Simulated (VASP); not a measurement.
Write the native input for VASP 6.6.1 that does the following.

* Task: single point
* Functional: PBE
* Potentials or basis: VASP PAW PBE potentials, release 64 (Sn_d, I)
* Cutoff: 520 eV
* k mesh: 6 × 6 × 2
* Occupations: gaussian, width 0.1 eV
* Spin: no spin polarisation
* Dipole correction: no
* Further INCAR settings: ALGO = Normal; EDIFF = 1e-07; NBANDS = 36

The structure of Sn3I2 lies in POSCAR:

```
Sn3I2
1.0
    4.6474800035      0.0000000000      0.0000000000
   -2.3237400018      4.0248357466      0.0000000000
    0.0000000000      0.0000000000     12.4899151315
Sn I
3 2
Direct
    0.0000000000      0.0000000000      0.0000000000
    0.3333333333      0.6666666667      0.5350254108
    0.6666666667      0.3333333333      0.4649745892
    0.3333333333      0.6666666667      0.1449319660
    0.6666666667      0.3333333333      0.8550680340
```

These files were run (other wordings do the same):

INCAR

```
PREC = Accurate
ENCUT = 520
EDIFF = 1E-7
ISMEAR = 0
SIGMA = 0.1
LREAL = False
LASPH = True
NELM = 100
ALGO = Normal
ISIF = 2
LWAVE = False
LCHARG = True
GGA = PE
LELF = True
LVHAR = True
NBANDS = 36
```

KPOINTS

```
Automatic mesh
0
Gamma
  6 6 2
```

Potentials or basis: VASP PAW PBE potentials, release 64 (Sn_d, I).

Command:

```bash
$ cat potpaw_PBE.64/Sn_d/POTCAR potpaw_PBE.64/I/POTCAR > POTCAR
$ mpirun -np 1 vasp_std > vasp.out
```

It gave:

```yaml
Pressure: 0.0 GPa
Largest_force: 0.005 eV/Å
Band_gap_on_the_k_mesh: zero (bands 28 and 29 overlap by 0.10 eV)
```

Caveat: spin-orbit coupling is left out, which moves the levels of the heavy elements.

Wall time 65 s on 1 thread of AMD EPYC 9R45 96-Core Processor (Zen 5) (shared host), peak memory 0.36 GiB.
